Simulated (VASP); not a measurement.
# Al2GaAs3 (P3m1) in VASP: further runs, part 2 of 2

VASP 6.6.1. The steps go on from the part before.

## Step 4: Relaxation of cell and atoms, PBE

Input file INCAR:

```
ALGO = Normal
EDIFF = 1E-7
EDIFFG = -0.04
ENCUT = 500
GGA = PE
GGA_COMPAT = F
IBRION = 2
ISIF = 3
ISMEAR = 0
LASPH = T
LCHARG = F
LREAL = F
LWAVE = F
NELM = 120
NELMIN = 4
NSW = 90
PREC = Accurate
SIGMA = 0.1
```

Input file KPOINTS:

```
k-points
0
Gamma
  6 6 2
```

Input file POSCAR:

```
Al2GaAs3
1.0
    3.8536268600      0.0000000000      0.0000000000
   -1.9268134300      3.3373387600      0.0000000000
    0.0000000000      0.0000000000      9.4394194800
Al Ga As
2 1 3
Direct
    0.0000000000      0.0000000000      0.0000000000
    0.6666666700      0.3333333300      0.3333333300
    0.3333333300      0.6666666700      0.6666666700
    0.0000000000      0.0000000000      0.7500000000
    0.3333333300      0.6666666700      0.4166666700
    0.6666666700      0.3333333300      0.0833333300
```

Potentials or basis: VASP PAW PBE potentials, release 64 (Al, Ga_d, As).

The run is started by

```console
$ cat potpaw_PBE.64/Al/POTCAR potpaw_PBE.64/Ga_d/POTCAR potpaw_PBE.64/As/POTCAR > POTCAR
$ mpirun -np 1 vasp_std > vasp.out
```

OUTCAR:

```text
EDIFF = 1E-7
   EDIFFG = -0.04
   ENCUT = 500
   GGA = PE
   IBRION = 2
   ISIF = 3
   ISMEAR = 0
   LASPH = T
   LREAL = F
   NELM = 120
   NELMIN = 4
   NSW = 90
   PREC = Accurate

 ion  position               nearest neighbor table
   1  0.000  0.000  0.000-   6 2.36   6 2.36   6 2.36   4 2.36
   2  0.667  0.333  0.333-   5 2.36   5 2.36   6 2.36   5 2.36
   3  0.333  0.667  0.667-   4 2.36   4 2.36   4 2.36   5 2.36
   4  0.000  0.000  0.750-   3 2.36   3 2.36   3 2.36   1 2.36
   5  0.333  0.667  0.417-   2 2.36   2 2.36   3 2.36   2 2.36
   6  0.667  0.333  0.083-   1 2.36   1 2.36   1 2.36   2 2.36

  LATTYP: Found a hexagonal cell.
 ALAT       =     3.8536268600
 C/A-ratio  =     2.4494897464

  Lattice vectors:

 A1 = (   3.8536268600,   0.0000000000,   0.0000000000)
 A2 = (  -1.9268134300,   3.3373387600,   0.0000000000)
 A3 = (   0.0000000000,   0.0000000000,   9.4394194800)

Analysis of symmetry for initial positions (statically):
[... 177 lines left out ...]
 fundamental gap:      1.1651317014
 Fermi energy:         5.4462037240

 k-point     1 :       0.0000    0.0000    0.0000
  band No.  band energies     occupation
      1      -9.8208      2.00000
      2      -9.7393      2.00000
      3      -9.7393      2.00000
      4      -9.6473      2.00000
      5      -9.6473      2.00000
      6      -7.9689      2.00000
[... 484 lines left out ...]
--------------------------------------- Ionic step        5  -------------------------------------------

 number of electron      33.9999998 magnetization

 Free energy of the ion-electron system (eV)
  ---------------------------------------------------
  ext. energy  EPLUGINS =         0.00000000
  ---------------------------------------------------
  free energy    TOTEN  =       -27.01419068 eV

  energy without entropy =      -27.01419068  energy(sigma->0) =      -27.01419068

 E-fermi :   4.0014     XC(G=0):  -9.0563

 val. band max:        3.5763146952   @ k =   0.0000   0.0000   0.0000
 cond. band min:       4.5126476400   @ k =   0.0000   0.0000   0.0000
 fundamental gap:      0.9363329447
 Fermi energy:         4.0014445924

 k-point     1 :       0.0000    0.0000    0.0000
  band No.  band energies     occupation
      1     -10.9553      2.00000
      2     -10.9124      2.00000
      3     -10.9124      2.00000
      4     -10.8546      2.00000
      5     -10.8546      2.00000
      6      -8.3719      2.00000
[... 358 lines left out ...]
  FREE ENERGIE OF THE ION-ELECTRON SYSTEM (eV)
  ---------------------------------------------------
  free  energy   TOTEN  =       -27.0141906756 eV

  energy  without entropy=      -27.0141906756  energy(sigma->0) =      -27.01419068

 reached required accuracy - stopping structural energy minimisation
```

It took 86 s on 1 thread of Intel Xeon 6975P-C (Granite Rapids), shared host; peak memory 0.24 GiB.

Results:

* Free energy: -27.0142 eV
* Relaxed volume: 23.59 Å³/atom
* Relaxed cell: a = 4.057 Å, b = 4.057 Å, c = 9.927 Å, α = 90.00°, β = 90.00°, γ = 120.00°
* Space group after relaxing (to 0.1 Å): P3m1 (No. 156)
* Energy gained by relaxing: 130.4 meV/atom
* Ionic steps: 5
* Pressure after relaxing: 0.1 GPa
* Largest force after relaxing: 0.036 eV/Å
* Band gap on the k mesh: 0.94 eV

Forces on the atoms (eV/Å):
```
Al   0.000  0.000  0.026
Al   0.000  0.000  0.000
Ga   0.000  0.000 -0.008
As   0.000  0.000  0.020
As   0.000  0.000 -0.036
As   0.000  0.000 -0.002
```

Step by step:
| step | energy change (eV) | largest force (eV/Å) | pressure (GPa) | volume (Å³) |
| --- | --- | --- | --- | --- |
| 1 | 0.0000 | 0.0844 | 14.20 | 121.40 |
| 2 | -0.5409 | 0.0644 | -5.02 | 155.70 |
| 3 | -0.7819 | 0.0623 | 0.00 | 141.64 |
| 4 | -0.7816 | 0.0622 | -0.19 | 142.07 |
| 5 | -0.7821 | 0.0359 | 0.05 | 141.52 |

Final structure:
```xyz
6
Lattice="4.0573 0.0000 0.0000 -2.0286 3.5137 0.0000 0.0000 0.0000 9.9270" Properties=species:S:1:pos:R:3 pbc="T T T"
Al    0.0000    0.0000    0.0008
Al    2.0286    1.1712    3.3116
Ga    0.0000    2.3425    6.6166
As    0.0000    0.0000    7.4503
As    0.0000    2.3425    4.1307
As    2.0286    1.1712    0.8257
```

Caveat: the volume moved by over 15 % at a fixed basis, so the end points are rough.

## Step 5: Single point, PBE

This run uses another cell than the first one, of 23.57 Å³/atom.

Input file INCAR:

```
SYSTEM = Al2GaAs3
PREC = Accurate ; ENCUT = 500
EDIFF = 1E-6 ; ISMEAR = 0
SIGMA = 0.02 ; LREAL = .False.
LASPH = .True. ; NELM = 120
ALGO = Normal ; ISIF = 2
LWAVE = .False. ; LCHARG = .False.
GGA = PE ; NBANDS = 26
GGA_COMPAT = .False.
```

Input file KPOINTS:

```
Automatic mesh
0
Gamma
  12 12 4
  0 0 0
```

Input file POSCAR:

```
Al2GaAs3
1.0
    4.0539520109      0.0000000000      0.0000000000
   -2.0269760054      3.5108254272      0.0000000000
    0.0000000000      0.0000000000      9.9348296243
Al Ga As
2 1 3
Direct
    0.0000000000      0.0000000000      0.0003613532
    0.6666666667      0.3333333333      0.3333873449
    0.3333333333      0.6666666667      0.6662487055
    0.0000000000      0.0000000000      0.7508204840
    0.3333333333      0.6666666667      0.4158235285
    0.6666666667      0.3333333333      0.0833585839
```

The run is started by

```console
$ cat potpaw_PBE.64/Al/POTCAR potpaw_PBE.64/Ga_d/POTCAR potpaw_PBE.64/As/POTCAR > POTCAR
$ mpirun -np 1 vasp_std > vasp.out
```

Wall time 2.7 min (1 thread of Intel Xeon 6975P-C (Granite Rapids), shared host); peak memory 0.38 GiB.

It converged, with:

```
Free energy            : -27.0430 eV
Pressure               : 0.2 GPa
Largest force          : 0.010 eV/Å
Band gap on the k mesh : 0.95 eV
```

Forces in eV/Å, atoms in the order of the input:
```
Al   0.000  0.000  0.007
Al   0.000  0.000  0.008
Ga   0.000  0.000  0.008
As   0.000  0.000 -0.006
As   0.000  0.000 -0.010
As   0.000  0.000 -0.007
```

Levels at points of the mesh, in eV from the valence-band top:
```
           k point  band 15  band 16  band 17  band 18  band 19  band 20
(0.00, 0.00, 0.00)    -0.04     0.00     0.00     0.95     1.90     2.04
(0.50, 0.00, 0.00)    -2.15    -1.40    -1.31     1.47     1.98     2.62
(0.00, 0.00, 0.50)    -0.44    -0.18    -0.18     1.39     2.17     2.46
(0.50, 0.00, 0.50)    -1.98    -0.92    -0.92     1.52     1.94     2.14
```

## Step 6: Relaxation of cell and atoms, PBE

This run uses another cell than the first one, of 23.53 Å³/atom.

Input file INCAR:

```
SYSTEM = Al2GaAs3
PREC = Accurate
ENCUT = 500
EDIFF = 1E-7
ISMEAR = 0
SIGMA = 0.02
LREAL = .FALSE.
LASPH = .TRUE.
NELM = 120
ALGO = Normal
ISIF = 3
LWAVE = .FALSE.
LCHARG = .FALSE.
GGA = PE
IBRION = 2
NSW = 100
EDIFFG = -0.01
GGA_COMPAT = .FALSE.
NELMIN = 4
```

Input file KPOINTS:

```
Automatic mesh
0
G
  12 12 4
  0 0 0
```

Input file POSCAR:

```
Al2GaAs3
1.0
    4.0553454453      0.0000000000      0.0000000000
   -2.0276727226      3.5120321767      0.0000000000
    0.0000000000      0.0000000000      9.9119899221
Al Ga As
2 1 3
Direct
    0.0000000000      0.0000000000      0.0005446908
    0.6666666667      0.3333333333      0.3335547561
    0.3333333333      0.6666666667      0.6664175365
    0.0000000000      0.0000000000      0.7506960035
    0.3333333333      0.6666666667      0.4156213344
    0.6666666667      0.3333333333      0.0831656787
```

Potentials or basis: VASP PAW PBE potentials, release 64 (Al, Ga_d, As).

The run is started by

```console
$ cat potpaw_PBE.64/Al/POTCAR potpaw_PBE.64/Ga_d/POTCAR potpaw_PBE.64/As/POTCAR > POTCAR
$ mpirun -np 1 vasp_std > vasp.out
```

It took 3.5 min on 1 thread of Intel Xeon 6975P-C (Granite Rapids), shared host; peak memory 0.38 GiB.

Results (log left out):

| Item | Value |
| --- | --- |
| Free energy | -27.0431 eV |
| Relaxed volume | 23.63 Å³/atom |
| Relaxed cell | a = 4.060 Å, b = 4.060 Å, c = 9.932 Å, α = 90.00°, β = 90.00°, γ = 120.00° |
| Space group after relaxing (to 0.1 Å) | P3m1 (No. 156) |
| Energy gained by relaxing | 0.1 meV/atom |
| Ionic steps | 3 |
| Pressure after relaxing | 0.0 GPa |
| Largest force after relaxing | 0.010 eV/Å |
| Band gap on the k mesh | 0.93 eV |

Forces on the atoms (eV/Å):
```
Al   0.000  0.000 -0.008
Al   0.000  0.000 -0.009
Ga   0.000  0.000 -0.007
As   0.000  0.000  0.008
As   0.000  0.000  0.007
As   0.000  0.000  0.010
```

The path:
```csv
step,energy change (eV),largest force (eV/Å),pressure (GPa),volume (Å³)
1,0.0000,0.0032,0.27,141.17
2,-0.0005,0.0118,-0.11,141.98
3,-0.0005,0.0096,-0.01,141.76
```

Final structure:
```yaml
crystal:
  lattice:
    - [4.05970, 0.00000, 0.00000]
    - [-2.02985, 3.51581, 0.00000]
    - [0.00000, 0.00000, 9.93216]
  atoms:
    - { symbol: Al, position: [0.00000, 0.00000, 0.00054] }
    - { symbol: Al, position: [0.66667, 0.33333, 0.33355] }
    - { symbol: Ga, position: [0.33333, 0.66667, 0.66642] }
    - { symbol: As, position: [0.00000, 0.00000, 0.75069] }
    - { symbol: As, position: [0.33333, 0.66667, 0.41562] }
    - { symbol: As, position: [0.66667, 0.33333, 0.08318] }
```

Levels at points of the mesh, in eV from the valence-band top:
| k point | band 13 | band 14 | band 15 | band 16 | band 17 | band 18 | band 19 | band 20 | band 21 |
| --- | --- | --- | --- | --- | --- | --- | --- | --- | --- |
| (0.00, 0.00, 0.00) | -0.70 | -0.70 | -0.02 | 0.00 | 0.00 | 0.93 | 1.88 | 2.02 | 4.02 |
| (0.50, 0.00, 0.00) | -2.26 | -2.25 | -2.13 | -1.39 | -1.30 | 1.48 | 1.98 | 2.63 | 2.76 |
| (0.00, 0.00, 0.50) | -0.94 | -0.43 | -0.43 | -0.18 | -0.18 | 1.38 | 2.15 | 2.44 | 4.42 |
| (0.50, 0.00, 0.50) | -2.80 | -2.02 | -1.98 | -0.91 | -0.90 | 1.52 | 1.95 | 2.14 | 3.53 |

A k mesh can miss the band edges.

## Step 7: The runs side by side

| task | cell | k mesh | smearing | gap on the mesh (eV) | pressure (GPa) | relaxed volume (Å³/atom) | largest force (eV/Å) |
| --- | --- | --- | --- | --- | --- | --- | --- |
| single point | a = 3.854, b = 3.854, c = 9.439 Å, angles 90.0, 90.0, 120.0°, 6 atoms | 6 × 6 × 2 | gaussian 0.1 eV | 1.17 | 14.2 | - | 0.08 |
| single point | a = 4.055, b = 4.055, c = 9.912 Å, angles 90.0, 90.0, 120.0°, 6 atoms | 6 × 6 × 2 | gaussian 0.1 eV | 0.96 | 0.2 | - | 0.01 |
| relaxation of cell and atoms | relaxed from a = 3.854, b = 3.854, c = 9.439 Å, angles 90.0, 90.0, 120.0°, 6 atoms | 6 × 6 × 2 | gaussian 0.1 eV | 0.94 | 0.1 | 23.59 | 0.04 |
| single point | a = 4.054, b = 4.054, c = 9.935 Å, angles 90.0, 90.0, 120.0°, 6 atoms | 12 × 12 × 4 | gaussian 0.02 eV | 0.95 | 0.2 | - | 0.01 |
| relaxation of cell and atoms | relaxed from a = 4.055, b = 4.055, c = 9.912 Å, angles 90.0, 90.0, 120.0°, 6 atoms | 12 × 12 × 4 | gaussian 0.02 eV | 0.93 | 0.0 | 23.63 | 0.01 |

Alike in all rows: level PBE; potentials or basis VASP PAW PBE potentials, release 64 (Al, Ga_d, As); no spin polarisation; cutoff (eV) 500.

Caveats: the cell stands under pressure (at least some runs); the volume moved by over 15 % at a fixed basis, so the end points are rough (at least some runs).

Total energies depend on the potentials used, so only differences within one code and one set of settings carry meaning.
